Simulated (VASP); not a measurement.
# SrO (P6_3mc) in VASP: further runs

Runs on SrO. Level: PBEsol. Tasks: single point.

Everything below comes from runs of VASP 6.6.1. Logs are shortened: lines on timing, memory, paths and dates and some standing lists are left out, and cuts for length are marked.

**1. The cell of the first run**

The structure is hexagonal, space group P6_3mc (No. 186). The conventional cell has a = 4.275 Å, b = 4.275 Å, c = 5.156 Å, α = 90.00°, β = 90.00°, γ = 120.00°. Within 3.3 Å of Sr (site symmetry 3m) lie 5 O at 2.47 to 2.58 Å. O (site symmetry 3m) has 5 Sr at 2.47 to 2.58 Å within 3.3 Å.

**2. Single point, PBEsol**

Input file INCAR:

```
PREC     = Accurate       # precision mode
ENCUT    = 520            # plane-wave cutoff, eV
EDIFF    = 1E-6           # SCF threshold, eV
ISMEAR   = 0              # smearing method
SIGMA    = 0.01           # smearing width, eV
LREAL    = False          # projectors in reciprocal space
LASPH    = True           # aspherical terms in the spheres
NELM     = 100            # most SCF steps
ALGO     = Normal         # electronic algorithm
ISIF     = 2              # what is computed and relaxed
LWAVE    = False          # write WAVECAR
LCHARG   = True           # write CHGCAR
GGA      = PS             # functional
LELF     = True           # ELF
LVHAR    = True         
NBANDS   = 24             # bands
```

Input file KPOINTS:

```
Automatic mesh
0
Gamma
  5 5 4
```

Input file POSCAR:

```
SrO
1.0
    4.2754660000      0.0000000000      0.0000000000
   -2.1377330000      3.7026620000      0.0000000000
    0.0000000000      0.0000000000      5.1555950000
Sr O
2 2
Direct
    0.3333333333      0.6666666667      0.9381280000
    0.6666666667      0.3333333333      0.4381280000
    0.3333333333      0.6666666667      0.4368720000
    0.6666666667      0.3333333333      0.9368720000
```

Potentials or basis: VASP PAW PBE potentials, release 64 (Sr_sv, O).

Started as:

```
cat potpaw_PBE.64/Sr_sv/POTCAR potpaw_PBE.64/O/POTCAR > POTCAR
mpirun -np 1 vasp_std > vasp.out
```

OUTCAR:

```text
PREC = Accurate
   ENCUT = 520
   EDIFF = 1E-6
   ISMEAR = 0
   LREAL = False
   LASPH = True
   NELM = 100
   ISIF = 2
   GGA = PS

 ion  position               nearest neighbor table
   1  0.333  0.667  0.938-   4 2.47   4 2.47   4 2.47   3 2.57   3 2.58   2 3.57   2 3.57   2 3.57
                             2 3.57   2 3.57   2 3.57
   2  0.667  0.333  0.438-   3 2.47   3 2.47   3 2.47   4 2.57   4 2.58   1 3.57   1 3.57   1 3.57
                             1 3.57   1 3.57   1 3.57
   3  0.333  0.667  0.437-   2 2.47   2 2.47   2 2.47   1 2.57   1 2.58
   4  0.667  0.333  0.937-   1 2.47   1 2.47   1 2.47   2 2.57   2 2.58

  LATTYP: Found a hexagonal cell.
 ALAT       =     4.2754660000
 C/A-ratio  =     1.2058556892

  Lattice vectors:

 A1 = (   4.2754660000,   0.0000000000,   0.0000000000)
 A2 = (  -2.1377330000,   3.7026620000,   0.0000000000)
 A3 = (   0.0000000000,   0.0000000000,   5.1555950000)

Analysis of symmetry for initial positions (statically):
=====================================================================
 Subroutine PRICEL returns:
 Original cell was already a primitive cell.

 Routine SETGRP: Setting up the symmetry group for a
 hexagonal supercell.

 Subroutine GETGRP returns: Found 12 space group operations
 (whereof  6 operations were pure point group operations)
 out of a pool of 24 trial point group operations.

The static configuration has the point symmetry C_3v.
 The point group associated with its full space group is C_6v.

Analysis of symmetry for dynamics (positions and initial velocities):
=====================================================================
 Subroutine PRICEL returns:
 Original cell was already a primitive cell.

 Routine SETGRP: Setting up the symmetry group for a
 hexagonal supercell.

 Subroutine GETGRP returns: Found 12 space group operations
 (whereof  6 operations were pure point group operations)
 out of a pool of 24 trial point group operations.

The dynamic configuration has the point symmetry C_3v.
 The point group associated with its full space group is C_6v.

 Subroutine INISYM returns: Found 12 space group operations
 (whereof  6 operations are pure point group operations),
 and found     1 'primitive' translations

----------------------------------------------------------------------------------------

                                     Primitive cell

  volume of cell :      81.6162

  direct lattice vectors                    reciprocal lattice vectors
     4.275466000  0.000000000  0.000000000     0.233892633  0.135037981  0.000000000
    -2.137733000  3.702662000  0.000000000     0.000000000  0.270075962  0.000000000
     0.000000000  0.000000000  5.155595000     0.000000000  0.000000000  0.193964033

  length of vectors
     4.275466000  4.275465854  5.155595000     0.270075952  0.270075962  0.193964033

  position of ions in fractional coordinates (direct lattice)
     0.333333333  0.666666667  0.938128000
     0.666666667  0.333333333  0.438128000
     0.333333333  0.666666667  0.436872000
     0.666666667  0.333333333  0.936872000

  ion indices of the primitive-cell ions
   primitive index   ion index
                 1           1
                 2           2
                 3           3
                 4           4

----------------------------------------------------------------------------------------

 KPOINTS: Automatic mesh

Automatic generation of k-mesh.
 Grid dimensions read from file:
 generate k-points for:    5    5    4

 Generating k-lattice:

  Cartesian coordinates                     Fractional coordinates (reciprocal lattice)
     0.046778527  0.027007596  0.000000000     0.200000000  0.000000000  0.000000000
     0.000000000  0.054015192  0.000000000     0.000000000  0.200000000  0.000000000
     0.000000000  0.000000000  0.048491008     0.000000000  0.000000000  0.250000000

  Length of vectors
     0.054015190  0.054015192  0.048491008

  Shift w.r.t. Gamma in fractional coordinates (k-lattice)
     0.000000000  0.000000000  0.000000000

 Subroutine IBZKPT returns following result:
 ===========================================

 Found     15 irreducible k-points:

 Following reciprocal coordinates:
            Coordinates               Weight
  0.000000  0.000000  0.000000      1.000000
  0.200000  0.000000  0.000000      6.000000
  0.400000 -0.000000  0.000000      6.000000
  0.200000  0.200000  0.000000      6.000000
  0.400000  0.200000  0.000000      6.000000
  0.000000  0.000000  0.250000      2.000000
  0.200000  0.000000  0.250000     12.000000
  0.400000 -0.000000  0.250000     12.000000
  0.200000  0.200000  0.250000     12.000000
  0.400000  0.200000  0.250000     12.000000
  0.000000  0.000000  0.500000      1.000000
  0.200000  0.000000  0.500000      6.000000
  0.400000 -0.000000  0.500000      6.000000
  0.200000  0.200000  0.500000      6.000000
  0.400000  0.200000  0.500000      6.000000
   k-points           NKPTS =     15   k-points in BZ     NKDIM =     15   number of bands    NBANDS=     24
   number of dos      NEDOS =    301   number of ions     NIONS =      4
   total plane-waves  NPLWV =  40960
   dimension x,y,z NGX =    32 NGY =   32 NGZ =   40
   dimension x,y,z NGXF=    64 NGYF=   64 NGZF=   80
   ions per type =               2   2
   NGX,Y,Z   is equivalent  to a cutoff of  12.44, 12.44, 12.90 a.u.
   NGXF,Y,Z  is equivalent  to a cutoff of  24.89, 24.89, 25.80 a.u.
 SYSTEM =  unknown system
   PREC   = accura    normal or accurate (medium, high low for compatibility)
   ISTART =      0    job   : 0-new  1-cont  2-samecut
   ICHARG =      2    charge: 1-file 2-atom 10-const
   ISPIN  =      1    spin polarized calculation?
   LNONCOLLINEAR =      F non collinear calculations
   LSORBIT =      F    spin-orbit coupling
   LASPH  =      T    aspherical Exc in radial PAW
   ENCUT  =  520.0 eV  38.22 Ry    6.18 a.u.   7.95  7.95  9.59*2*pi/ulx,y,z
   NELM   =    100;   NELMIN=  2; NELMDL= -5     # of ELM steps
   EDIFF  = 0.1E-05   stopping-criterion for ELM
   LREAL  =      F    real-space projection
   EDIFFG = 0.1E-04   stopping-criterion for IOM
   NSW    =      0    number of steps for IOM
   IBRION =     -1    ionic relax: 0-MD 1-quasi-New 2-CG
   NFREE  =      0    steps in history (QN), initial steepest desc. (CG)
   ISIF   =      2    stress and relaxation
   ISYM   =      2    0-nonsym 1-usesym 2-fastsym
   POTIM  = 0.5000    time-step for ionic-motion
   TEBEG  =    0.0;   TEEND  =   0.0 temperature during run
   PSTRESS=    0.0 pullay stress
   NELECT =      32.0000    total number of electrons
   NUPDOWN=      -1.0000    fix difference up-down
   EMIN   =  10.00;   EMAX   =-10.00  energy-range for DOS
   EFERMI =   0.00;   METHOD = LEGACY
   ISMEAR =     0;   SIGMA  =   0.01  broadening in eV -4-tet -1-fermi 0-gaus
   EFERMI_NEDOS =   21; number of points for ismear=-14 and -15
   IALGO  =     38    algorithm
   IMIX   =      4    mixing-type and parameters
     AMIX     =   0.40;   BMIX     =  1.00
     AMIX_MAG =   1.60;   BMIX_MAG =  1.00
  volume/ion in A,a.u.               =      20.40       137.69
  Fermi-wavevector in a.u.,A,eV,Ry     =   1.198209  2.264287 19.533962  1.435706
  Thomas-Fermi vector in A             =   2.334104
   LORBIT       =      0    0 simple, 1 ext, 2 COOP (PROOUT), +10 PAW based schemes
   GGA     = PS    functional components
   LHFCALC =     F    Hartree Fock is set to
   AEXX    =    0.0000 exact exchange contribution
   IVDW    =     0    specifies the selected vdW correction
   LEPSILON=     F    determine dielectric tensor
   LRPA    =     F    only Hartree local field effects (RPA)
 non-spin polarized calculation
 Gauss-broadening in eV      SIGMA  =   0.01
  energy-cutoff  :      520.00
  volume of cell :       81.62
 maximum number of plane-waves:      2218
 NGX is ok and might be reduce to    32
   NGX = 15   NGY = 15   NGZ = 19

 number of electron      32.0000007 magnetization

 Free energy of the ion-electron system (eV)
  ---------------------------------------------------
  ext. energy  EPLUGINS =         0.00000000
  ---------------------------------------------------
  free energy    TOTEN  =       -24.97508967 eV

  energy without entropy =      -24.97508967  energy(sigma->0) =      -24.97508967

 E-fermi :   0.7112     XC(G=0):  -9.1749

 val. band max:        0.5961653908   @ k =   0.0000   0.0000   0.0000
 cond. band min:       3.0999389852   @ k =   0.0000   0.0000   0.0000
 fundamental gap:      2.5037735944
 Fermi energy:         0.7111900806

 k-point     1 :       0.0000    0.0000    0.0000
  band No.  band energies     occupation
      1     -31.6867      2.00000
      2     -31.5178      2.00000
      3     -14.3417      2.00000
      4     -14.3392      2.00000
      5     -14.2529      2.00000
      6     -13.8523      2.00000
[... 16 lines left out ...]
     23       9.1314      0.00000
     24       9.3695      0.00000

 k-point     2 :       0.2000    0.0000    0.0000
  band No.  band energies     occupation
      1     -31.6665      2.00000
      2     -31.5257      2.00000
      3     -14.9234      2.00000
      4     -14.8408      2.00000
      5     -14.1788      2.00000
      6     -13.9034      2.00000
[... 16 lines left out ...]
     23       9.0050      0.00000
     24       9.1079      0.00000

 k-point     3 :       0.4000   -0.0000    0.0000
  band No.  band energies     occupation
      1     -31.6234      2.00000
      2     -31.5486      2.00000
      3     -15.3823      2.00000
      4     -15.2916      2.00000
      5     -13.9963      2.00000
      6     -13.9773      2.00000
[... 16 lines left out ...]
     23       9.1190      0.00000
     24       9.2565      0.00000

 k-point     4 :       0.2000    0.2000    0.0000
  band No.  band energies     occupation
      1     -31.6336      2.00000
      2     -31.5423      2.00000
      3     -15.2865      2.00000
      4     -15.2228      2.00000
      5     -14.0417      2.00000
      6     -14.0073      2.00000
[... 16 lines left out ...]
     23       9.0256      0.00000
     24       9.4806      0.00000

 k-point     5 :       0.4000    0.2000    0.0000
  band No.  band energies     occupation
      1     -31.6003      2.00000
      2     -31.5656      2.00000
      3     -15.4506      2.00000
      4     -15.4032      2.00000
      5     -14.0852      2.00000
      6     -13.8879      2.00000
[... 16 lines left out ...]
     23       8.9268      0.00000
     24       9.3975      0.00000

 k-point     6 :       0.0000    0.0000    0.2500
  band No.  band energies     occupation
      1     -31.6617      2.00000
      2     -31.5422      2.00000
      3     -14.9386      2.00000
      4     -14.7519      2.00000
      5     -13.8080      2.00000
      6     -13.8080      2.00000
[... 16 lines left out ...]
     23       9.3473      0.00000
     24       9.3473      0.00000
[... 136 lines left out ...]
 k-point    12 :       0.2000    0.0000    0.5000
  band No.  band energies     occupation
      1     -31.5951      2.00000
      2     -31.5951      2.00000
      3     -15.3847      2.00000
      4     -15.3847      2.00000
      5     -13.7265      2.00000
      6     -13.7265      2.00000
[... 16 lines left out ...]
     23       9.4896      0.00000
     24       9.4896      0.00000

 k-point    13 :       0.4000   -0.0000    0.5000
  band No.  band energies     occupation
      1     -31.5845      2.00000
      2     -31.5845      2.00000
      3     -15.7351      2.00000
      4     -15.7351      2.00000
      5     -13.7671      2.00000
      6     -13.7671      2.00000
[... 16 lines left out ...]
     23       9.2763      0.00000
     24       9.2763      0.00000

 k-point    14 :       0.2000    0.2000    0.5000
  band No.  band energies     occupation
      1     -31.5865      2.00000
      2     -31.5865      2.00000
      3     -15.6695      2.00000
      4     -15.6695      2.00000
      5     -13.7933      2.00000
      6     -13.7933      2.00000
[... 16 lines left out ...]
     23       8.9420      0.00000
     24       8.9420      0.00000

 k-point    15 :       0.4000    0.2000    0.5000
  band No.  band energies     occupation
      1     -31.5812      2.00000
      2     -31.5812      2.00000
      3     -15.8136      2.00000
      4     -15.8136      2.00000
      5     -13.8436      2.00000
      6     -13.8436      2.00000
[... 16 lines left out ...]
     23       9.7564      0.00000
     24       9.7564      0.00000

------------------------ aborting loop because EDIFF is reached ----------------------------------------

  FORCE on cell =-STRESS in cart. coord.  units (eV):
  Direction    XX          YY          ZZ          XY          YZ          ZX
  --------------------------------------------------------------------------------------
  -------------------------------------------------------------------------------------
  Total       -0.7330302     -0.7330302     -0.8077402      0.0000000     -0.0000000      0.0000000
  in kB      -14.3898463    -14.3898449    -15.8564494      0.0000000     -0.0000000      0.0000000
  external PRESSURE =     -14.8787135 kB  Pullay stress =       0.0000000 kB

 VOLUME and BASIS-vectors are now :
 -----------------------------------------------------------------------------
  energy-cutoff  :      520.00
  volume of cell :       81.62
      direct lattice vectors                 reciprocal lattice vectors
     4.275466000  0.000000000  0.000000000     0.233892633  0.135037981  0.000000000
    -2.137733000  3.702662000  0.000000000     0.000000000  0.270075962  0.000000000
     0.000000000  0.000000000  5.155595000     0.000000000  0.000000000  0.193964033

 POSITION                                       TOTAL-FORCE (eV/Angst)
 -----------------------------------------------------------------------------------
     -0.00000      2.46844      4.83661        -0.000000      0.000000     -0.012511
      2.13773      1.23422      2.25881         0.000000      0.000000     -0.012511
     -0.00000      2.46844      2.25234        -0.000000      0.000000      0.012511
      2.13773      1.23422      4.83013         0.000000     -0.000000      0.012511
 -----------------------------------------------------------------------------------
    total drift:                               -0.000000      0.000000      0.000358

  FREE ENERGIE OF THE ION-ELECTRON SYSTEM (eV)
  ---------------------------------------------------
  free  energy   TOTEN  =       -24.9750896726 eV

  energy  without entropy=      -24.9750896726  energy(sigma->0) =      -24.97508967
```

Wall time 19 s (1 thread of Intel Xeon Platinum 8559C (Emerald Rapids), shared host); peak memory 0.19 GiB.

Results:

```
Free energy            : -24.9751 eV
Pressure               : -1.5 GPa
Largest force          : 0.013 eV/Å
Band gap on the k mesh : 2.50 eV, direct
```

Forces in eV/Å, atoms in the order of the input:
```
Sr   0.000  0.000 -0.013
Sr   0.000  0.000 -0.013
O    0.000  0.000  0.013
O    0.000  0.000  0.013
```

Caveat: the PAW data sets were made with another functional, which shifts forces and pressure a little.

(Continued in part 2 of 2.)
